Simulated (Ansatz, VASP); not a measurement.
**BaTiO3 in VASP and in Ansatz**

```
Ba Ti O
1.0
    -3.98535    0.00000    0.00000
     0.00000    3.98535    4.20181
     0.00000    3.98535   -4.20181
Ba Ti O
2 2 6
Cartesian
  0.0000 3.9854 4.1283
  0.0000 3.9854 -0.0415
  -1.9927 2.1371 1.9710
  -1.9927 5.8336 1.9710
  -1.9927 2.1469 0.1590
  -1.9927 5.8238 0.1590
  -1.9927 3.9854 -1.8481
  -1.9927 3.9854 1.9941
  -3.9854 5.7905 -2.0279
  -3.9854 2.1802 -2.0279
```

Change from the starting cell: mode 24 (427.7 1/cm) frozen in, largest displacement +0.188 Å.

Alike in both runs: task single point; functional PBE; k mesh 8 × 6 × 6; occupations gaussian, width 0.05 eV; no spin polarisation.

```csv
,VASP,Ansatz
version,VASP 6.6.1,Ansatz 0.2.0
potentials or method,"VASP PAW PBE potentials, release 64 (Ba_sv, Ti_sv, O), cutoff 520 eV","scalar-relativistic, plane waves, PAW"
valence electrons in the cell,80,80
```

|  | VASP | Ansatz | Ansatz less VASP |
| --- | --- | --- | --- |
| gap on the k mesh at the Fermi level (eV) | 1.22 | 1.22 | +0.002 |
| least direct gap on the mesh (eV) | 1.59 | 1.60 | +0.003 |
| pressure (GPa) | 4.2 | 2.5 | -1.67 |
| traceless stress, the component that is largest in VASP (GPa) | 3.56 | 3.55 | -0.014 |
| rms of the force components (eV/Å) | 1.559 | 1.542 | -0.0176 |

Atom by atom the forces differ by 0.044 eV/Å (rms over components). The functional is the same, so the differences come from potentials, cutoffs and numerics.

Neither program's run includes spin-orbit coupling.
